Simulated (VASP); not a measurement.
K2HfSe3:

```
K Hf Se
1.0
     4.95395    0.00000    0.00000
     0.00000    4.95395    0.00000
     0.00000    0.00000    7.22697
K Hf Se
2 1 3
Direct
  0.50000 0.50000 0.00000
  0.50000 0.50000 0.50000
  0.00000 0.00000 0.00000
  0.50000 0.00000 0.00000
  0.00000 0.50000 0.00000
  0.00000 0.00000 0.50000
```

The cell was generated, and may not be a known phase.

```yaml
Program: VASP 6.6.1
Task: relaxation of cell and atoms
Functional: PBE
Potentials_or_basis: VASP PAW PBE potentials, release 64 (K_sv, Hf_pv, Se)
Cutoff: 600 eV
k_mesh: 4 × 4 × 4
Occupations: gaussian, width 0.1 eV
Spin: no spin polarisation
```

At the start: pressure 12.7 GPa; volume 29.56 Å³/atom.

Problem. Where does the relaxation end?

Solution. Over 10 steps the energy falls by 613.8 meV/atom and the volume is 29.16 Å³/atom (-1.4 %); space group P4/mmm (No. 123, to 0.1 Å) before and after.

The path:
| step | energy change (eV) | largest force (eV/Å) | pressure (GPa) | volume (Å³) |
| --- | --- | --- | --- | --- |
| 1 | 0.0000 | 0.0000 | 12.69 | 177.36 |
| 2 | -1.9475 | 0.0000 | -5.72 | 240.38 |
| 3 | -2.4687 | 0.0000 | -2.28 | 214.84 |
| 4 | -2.8928 | 0.0000 | -2.19 | 203.21 |
| 5 | -3.6267 | 0.0000 | 2.07 | 167.94 |
| 6 | -3.6224 | 0.0000 | -0.41 | 178.97 |
| 7 | -3.6723 | 0.0000 | 0.52 | 173.90 |
| 8 | -3.6737 | 0.0000 | 0.74 | 172.90 |
| 9 | -3.6797 | 0.0000 | -0.24 | 176.19 |
| 10 | -3.6829 | 0.0000 | 0.11 | 174.95 |

Final structure:
```
K Hf Se
1.0
     5.60806    0.00000    0.00000
     0.00000    5.60806    0.00000
     0.00000    0.00000    5.56281
K Hf Se
2 1 3
Direct
  0.50000 0.50000 0.00000
  0.50000 0.50000 0.50000
  0.00000 0.00000 0.00000
  0.50000 0.00000 0.00000
  0.00000 0.50000 0.00000
  0.00000 0.00000 0.50000
```

Caveat: a cell axis changed by over 15 % at a fixed basis, so the end point is rough.
